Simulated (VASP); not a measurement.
# Ge3Pd (P4mm) in VASP: further runs

Runs on Ge3Pd. Level: PBE. Tasks: single point, relaxation of cell and atoms.

All numbers are computed with VASP 6.6.1; they aren't measurements. Logs are shortened: lines on timing, memory, paths and dates and some standing lists are left out, and cuts for length are marked.

## (1) The cell of the first run

It takes space group P4mm (No. 99, tetragonal). The conventional cell has a = 3.494 Å, b = 3.494 Å, c = 5.844 Å, α = 90.00°, β = 90.00°, γ = 90.00°. Within 3.1 Å of Ge (site symmetry 2mm) lie 2 Pd at 2.35 Å and 6 Ge at 2.47 to 2.79 Å. Within 3.5 Å of Ge (site symmetry 4mm) lie 4 Pd at 2.54 Å and 8 Ge at 2.79 to 3.49 Å. Pd (site symmetry 4mm) has 8 Ge at 2.35 to 2.54 Å within 3.1 Å.

The cell was generated, and may not be a known phase.

## (2) Single point, PBE

Contents of INCAR:

```
SYSTEM = Ge3Pd
PREC     = Accurate       ! precision mode
ENCUT    = 520            ! plane-wave cutoff, eV
EDIFF    = 1E-6           ! SCF threshold, eV
ISMEAR   = 0              ! smearing method
SIGMA    = 0.1            ! smearing width, eV
LREAL    = .False.        ! projectors in reciprocal space
LASPH    = .True.         ! aspherical terms in the spheres
NELM     = 100            ! most SCF steps
ALGO     = Normal         ! electronic algorithm
ISIF     = 2              ! what is computed and relaxed
LWAVE    = .False.        ! write WAVECAR
LCHARG   = .False.        ! write CHGCAR
GGA      = PE             ! functional
NBANDS   = 34             ! bands
```

Contents of KPOINTS:

```
regular mesh
0
Gamma
  6 6 4
  0 0 0
```

Contents of POSCAR:

```
Ge3Pd
1.0
    3.4936712200      0.0000000000      0.0000000000
    0.0000000000      3.4936712200      0.0000000000
    0.0000000000      0.0000000000      5.8435126800
Ge Pd
3 1
Direct
    0.5000000000      0.0000000000      0.1909260400
    0.0000000000      0.5000000000      0.1909260400
    0.0000000000      0.0000000000      0.5634811600
    0.5000000000      0.5000000000      0.4599574300
```

Potentials or basis: VASP PAW PBE potentials, release 64 (Ge_d, Pd).

On the command line:

```bash
cat potpaw_PBE.64/Ge_d/POTCAR potpaw_PBE.64/Pd/POTCAR > POTCAR
mpirun -np 1 vasp_std > vasp.out
```

OUTCAR:

```text
SYSTEM = Ge3Pd
   PREC = Accurate
   ENCUT = 520
   EDIFF = 1E-6
   ISMEAR = 0
   LREAL = .False.
   LASPH = .True.
   NELM = 100
   ISIF = 2
   GGA = PE

 ion  position               nearest neighbor table
   1  0.500  0.000  0.191-   4 2.35   4 2.35   2 2.47   2 2.47   2 2.47   2 2.47   3 2.79   3 2.79

   2  0.000  0.500  0.191-   4 2.35   4 2.35   1 2.47   1 2.47   1 2.47   1 2.47   3 2.79   3 2.79

   3  0.000  0.000  0.563-   4 2.54   4 2.54   4 2.54   4 2.54   2 2.79   1 2.79   1 2.79   2 2.79

   4  0.500  0.500  0.460-   1 2.35   2 2.35   1 2.35   2 2.35   3 2.54   3 2.54   3 2.54   3 2.54

  LATTYP: Found a simple tetragonal cell.
 ALAT       =     3.4936712200
 C/A-ratio  =     1.6725994840

  Lattice vectors:

 A1 = (   3.4936712200,   0.0000000000,   0.0000000000)
 A2 = (   0.0000000000,   3.4936712200,   0.0000000000)
 A3 = (   0.0000000000,   0.0000000000,   5.8435126800)

Analysis of symmetry for initial positions (statically):
=====================================================================
 Subroutine PRICEL returns:
 Original cell was already a primitive cell.

 Routine SETGRP: Setting up the symmetry group for a
 simple tetragonal supercell.

 Subroutine GETGRP returns: Found  8 space group operations
 (whereof  8 operations were pure point group operations)
 out of a pool of 16 trial point group operations.

The static configuration has the point symmetry C_4v.

Analysis of symmetry for dynamics (positions and initial velocities):
=====================================================================
 Subroutine PRICEL returns:
 Original cell was already a primitive cell.

 Routine SETGRP: Setting up the symmetry group for a
 simple tetragonal supercell.

 Subroutine GETGRP returns: Found  8 space group operations
 (whereof  8 operations were pure point group operations)
 out of a pool of 16 trial point group operations.

The dynamic configuration has the point symmetry C_4v.

 Subroutine INISYM returns: Found  8 space group operations
 (whereof  8 operations are pure point group operations),
 and found     1 'primitive' translations

----------------------------------------------------------------------------------------

                                     Primitive cell

  volume of cell :      71.3244

  direct lattice vectors                    reciprocal lattice vectors
     3.493671220  0.000000000  0.000000000     0.286231857  0.000000000  0.000000000
     0.000000000  3.493671220  0.000000000     0.000000000  0.286231857  0.000000000
     0.000000000  0.000000000  5.843512680     0.000000000  0.000000000  0.171129944

  length of vectors
     3.493671220  3.493671220  5.843512680     0.286231857  0.286231857  0.171129944

  position of ions in fractional coordinates (direct lattice)
     0.500000000  0.000000000  0.190926040
     0.000000000  0.500000000  0.190926040
     0.000000000  0.000000000  0.563481160
     0.500000000  0.500000000  0.459957430

  ion indices of the primitive-cell ions
   primitive index   ion index
                 1           1
                 2           2
                 3           3
                 4           4

----------------------------------------------------------------------------------------

 KPOINTS: regular mesh

Automatic generation of k-mesh.
 Grid dimensions read from file:
 generate k-points for:    6    6    4

 Generating k-lattice:

  Cartesian coordinates                     Fractional coordinates (reciprocal lattice)
     0.047705309  0.000000000  0.000000000     0.166666667  0.000000000  0.000000000
     0.000000000  0.047705309  0.000000000     0.000000000  0.166666667  0.000000000
     0.000000000  0.000000000  0.042782486     0.000000000  0.000000000  0.250000000

  Length of vectors
     0.047705309  0.047705309  0.042782486

  Shift w.r.t. Gamma in fractional coordinates (k-lattice)
     0.000000000  0.000000000  0.000000000

 Subroutine IBZKPT returns following result:
 ===========================================

 Found     30 irreducible k-points:

 Following reciprocal coordinates:
            Coordinates               Weight
  0.000000  0.000000  0.000000      1.000000
  0.166667  0.000000  0.000000      4.000000
  0.333333  0.000000  0.000000      4.000000
  0.500000  0.000000  0.000000      2.000000
  0.166667  0.166667  0.000000      4.000000
  0.333333  0.166667  0.000000      8.000000
[... 16 lines left out ...]
  0.333333  0.000000  0.500000      4.000000
  0.500000  0.000000  0.500000      2.000000
 [... further k-points ...]
   k-points           NKPTS =     30   k-points in BZ     NKDIM =     30   number of bands    NBANDS=     34
   number of dos      NEDOS =    301   number of ions     NIONS =      4
   total plane-waves  NPLWV =  37632
   dimension x,y,z NGX =    28 NGY =   28 NGZ =   48
   dimension x,y,z NGXF=    56 NGYF=   56 NGZF=   96
   ions per type =               3   1
   NGX,Y,Z   is equivalent  to a cutoff of  13.32, 13.32, 13.66 a.u.
   NGXF,Y,Z  is equivalent  to a cutoff of  26.65, 26.65, 27.31 a.u.
 SYSTEM =  Ge3Pd
   PREC   = accura    normal or accurate (medium, high low for compatibility)
   ISTART =      0    job   : 0-new  1-cont  2-samecut
   ICHARG =      2    charge: 1-file 2-atom 10-const
   ISPIN  =      1    spin polarized calculation?
   LNONCOLLINEAR =      F non collinear calculations
   LSORBIT =      F    spin-orbit coupling
   LASPH  =      T    aspherical Exc in radial PAW
   ENCUT  =  520.0 eV  38.22 Ry    6.18 a.u.   6.50  6.50 10.87*2*pi/ulx,y,z
   NELM   =    100;   NELMIN=  2; NELMDL= -5     # of ELM steps
   EDIFF  = 0.1E-05   stopping-criterion for ELM
   LREAL  =      F    real-space projection
   EDIFFG = 0.1E-04   stopping-criterion for IOM
   NSW    =      0    number of steps for IOM
   IBRION =     -1    ionic relax: 0-MD 1-quasi-New 2-CG
   NFREE  =      0    steps in history (QN), initial steepest desc. (CG)
   ISIF   =      2    stress and relaxation
   ISYM   =      2    0-nonsym 1-usesym 2-fastsym
   POTIM  = 0.5000    time-step for ionic-motion
   TEBEG  =    0.0;   TEEND  =   0.0 temperature during run
   PSTRESS=    0.0 pullay stress
   NELECT =      52.0000    total number of electrons
   NUPDOWN=      -1.0000    fix difference up-down
   EMIN   =  10.00;   EMAX   =-10.00  energy-range for DOS
   EFERMI =   0.00;   METHOD = LEGACY
   ISMEAR =     0;   SIGMA  =   0.10  broadening in eV -4-tet -1-fermi 0-gaus
   EFERMI_NEDOS =   21; number of points for ismear=-14 and -15
   IALGO  =     38    algorithm
   IMIX   =      4    mixing-type and parameters
     AMIX     =   0.40;   BMIX     =  1.00
     AMIX_MAG =   1.60;   BMIX_MAG =  1.00
  volume/ion in A,a.u.               =      17.83       120.33
  Fermi-wavevector in a.u.,A,eV,Ry     =   1.473431  2.784382 29.538250  2.171000
  Thomas-Fermi vector in A             =   2.588325
   LORBIT       =      0    0 simple, 1 ext, 2 COOP (PROOUT), +10 PAW based schemes
   GGA     = PE    functional components
   LHFCALC =     F    Hartree Fock is set to
   AEXX    =    0.0000 exact exchange contribution
   IVDW    =     0    specifies the selected vdW correction
   LEPSILON=     F    determine dielectric tensor
   LRPA    =     F    only Hartree local field effects (RPA)
 non-spin polarized calculation
 Gauss-broadening in eV      SIGMA  =   0.10
  energy-cutoff  :      520.00
  volume of cell :       71.32
 maximum number of plane-waves:      1942
 NGX is ok and might be reduce to    28
   NGX = 13   NGY = 13   NGZ = 21

 number of electron      51.9999975 magnetization

 Free energy of the ion-electron system (eV)
  ---------------------------------------------------
  ext. energy  EPLUGINS =         0.00000000
  ---------------------------------------------------
  free energy    TOTEN  =       -15.87484404 eV

  energy without entropy =      -15.87025353  energy(sigma->0) =      -15.87254878

 E-fermi :   7.4402     XC(G=0): -11.1733

 val. band max:        7.4007273661   @ k =   0.1667   0.0000   0.0000
 cond. band min:       7.4957825557   @ k =   0.5000   0.1667   0.2500
 fundamental gap:      0.0950551896
 Fermi energy:         7.4402175064

 k-point     1 :       0.0000    0.0000    0.0000
  band No.  band energies     occupation
      1     -17.7792      2.00000
      2     -17.6331      2.00000
      3     -17.5418      2.00000
      4     -17.4951      2.00000
      5     -17.4951      2.00000
      6     -17.3282      2.00000
[... 26 lines left out ...]
     33      16.0387      0.00000
     34      16.3360      0.00000

 k-point     2 :       0.1667    0.0000    0.0000
  band No.  band energies     occupation
      1     -17.7387      2.00000
      2     -17.6041      2.00000
      3     -17.5209      2.00000
      4     -17.4851      2.00000
      5     -17.4844      2.00000
      6     -17.3394      2.00000
[... 26 lines left out ...]
     33      14.6745      0.00000
     34      15.3545      0.00000

 k-point     3 :       0.3333    0.0000    0.0000
  band No.  band energies     occupation
      1     -17.6251      2.00000
      2     -17.5281      2.00000
      3     -17.4690      2.00000
      4     -17.4558      2.00000
      5     -17.4554      2.00000
      6     -17.3690      2.00000
[... 26 lines left out ...]
     33      15.9339      0.00000
     34      16.5836      0.00000
[... 704 lines left out ...]
 k-point    23 :       0.3333    0.0000    0.5000
  band No.  band energies     occupation
      1     -17.6251      2.00000
      2     -17.5280      2.00000
      3     -17.4694      2.00000
      4     -17.4553      2.00000
      5     -17.4551      2.00000
      6     -17.3686      2.00000
[... 26 lines left out ...]
     33      15.1373      0.00000
     34      15.7384      0.00000

 k-point    24 :       0.5000    0.0000    0.5000
  band No.  band energies     occupation
      1     -17.4675      2.00000
      2     -17.4666      2.00000
      3     -17.4451      2.00000
      4     -17.4310      2.00000
      5     -17.4263      2.00000
      6     -17.4124      2.00000
[... 26 lines left out ...]
     33      14.4541      0.00000
     34      15.7346      0.00000

 [... further k-points ...]

------------------------ aborting loop because EDIFF is reached ----------------------------------------

  FORCE on cell =-STRESS in cart. coord.  units (eV):
  Direction    XX          YY          ZZ          XY          YZ          ZX
  --------------------------------------------------------------------------------------
  -------------------------------------------------------------------------------------
  Total       18.2318221     18.2318221     14.3135574      0.0000000      0.0000000      0.0000000
  in kB      409.5459180    409.5459180    321.5289710      0.0000000      0.0000000      0.0000000
  external PRESSURE =     380.2069356 kB  Pullay stress =       0.0000000 kB

 VOLUME and BASIS-vectors are now :
 -----------------------------------------------------------------------------
  energy-cutoff  :      520.00
  volume of cell :       71.32
      direct lattice vectors                 reciprocal lattice vectors
     3.493671220  0.000000000  0.000000000     0.286231857  0.000000000  0.000000000
     0.000000000  3.493671220  0.000000000     0.000000000  0.286231857  0.000000000
     0.000000000  0.000000000  5.843512680     0.000000000  0.000000000  0.171129944

 POSITION                                       TOTAL-FORCE (eV/Angst)
 -----------------------------------------------------------------------------------
      1.74684      0.00000      1.11568         0.000000      0.000000     -4.074284
      0.00000      1.74684      1.11568         0.000000      0.000000     -4.074284
      0.00000      0.00000      3.29271         0.000000      0.000000      2.747315
      1.74684      1.74684      2.68777         0.000000     -0.000000      5.401254
 -----------------------------------------------------------------------------------
    total drift:                                0.000000      0.000000     -0.000633

  FREE ENERGIE OF THE ION-ELECTRON SYSTEM (eV)
  ---------------------------------------------------
  free  energy   TOTEN  =       -15.8748440361 eV

  energy  without entropy=      -15.8702535325  energy(sigma->0) =      -15.87254878
```

Run time: 32 s. Hardware: 1 thread of Intel Xeon 6975P-C (Granite Rapids), shared host; peak memory 0.21 GiB.

Results:

```
Free energy            : -15.8748 eV
Pressure               : 38.0 GPa
Largest force          : 5.401 eV/Å
Band gap on the k mesh : zero (bands 26 and 27 overlap by 3.64 eV)
```

Forces on the atoms (eV/Å):
```
Ge   0.000  0.000 -4.074
Ge   0.000  0.000 -4.074
Ge   0.000  0.000  2.747
Pd   0.000  0.000  5.401
```

Levels at points of the mesh, in eV from the Fermi level:
```csv
k point,band 23,band 24,band 25,band 26,band 27,band 28,band 29,band 30
"(0.00, 0.00, 0.00)",-3.32,-1.76,-1.76,-0.05,2.86,2.98,2.98,5.64
"(0.50, 0.00, 0.00)",-3.80,-2.31,-0.73,-0.24,1.81,2.19,2.26,4.46
"(0.50, 0.50, 0.00)",-3.88,-3.25,-2.00,-2.00,-1.96,1.49,2.42,3.64
"(0.00, 0.00, 0.50)",-2.37,-1.64,-1.64,-0.13,1.95,2.63,2.63,3.39
"(0.50, 0.00, 0.50)",-3.84,-2.99,0.50,1.69,1.80,2.25,2.30,3.72
"(0.50, 0.50, 0.50)",-3.88,-3.31,-2.34,-2.34,-1.79,1.44,2.93,5.47
```

Caveat: the stress differs along the axes, from 32 to 41 GPa; forces of over 1 eV/Å act on the atoms, so gaps and moduli don't describe the material at rest.

(Part 1 of 3 ends here.)

The gap in the log of VASP goes by the Fermi energy; the results here count the filled bands.